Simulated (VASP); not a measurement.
Here is a VASP 6.6.1 calculation.

Contents of INCAR:

```
PREC     = Accurate       # precision mode
ENCUT    = 520            # plane-wave cutoff, eV
EDIFF    = 1E-6           # SCF threshold, eV
ISMEAR   = 0              # smearing method
SIGMA    = 0.1            # smearing width, eV
LREAL    = False          # projectors in reciprocal space
LASPH    = True           # aspherical terms in the spheres
NELM     = 60             # most SCF steps
ALGO     = Normal         # electronic algorithm
ISIF     = 2              # what is computed and relaxed
LWAVE    = False          # write WAVECAR
LCHARG   = False          # write CHGCAR
GGA      = PE             # functional
NBANDS   = 27             # bands
```

The input KPOINTS:

```
Automatic mesh
0
Gamma
  8 8 8
```

POSCAR

```
Si3As
1.0
    3.6426348373      2.1030762039      2.9741519771
   -3.6426348373      2.1030762039      2.9741519771
    0.0000000000     -4.2061524078      2.9741519771
Si As
6 2
Direct
    0.7500363035      0.2499517747      0.7500363035
    0.7500363035      0.7500363035      0.2499517747
    0.2499517747      0.7500363035      0.7500363035
    0.2499636965      0.7500482253      0.2499636965
    0.7500482253      0.2499636965      0.2499636965
    0.2499636965      0.2499636965      0.7500482253
    0.2500927974      0.2500927974      0.2500927974
    0.7499072026      0.7499072026      0.7499072026
```

Potentials or basis: VASP PAW PBE potentials, release 64 (Si, As).

Run with:

```sh
$ cat potpaw_PBE.64/Si/POTCAR potpaw_PBE.64/As/POTCAR > POTCAR
$ mpirun -np 1 vasp_std > vasp.out
```

What does it give for the pressure?

0.1 GPa.

What does it give for the band gap on the k mesh?

Zero (bands 17 and 18 overlap by 2.07 eV).
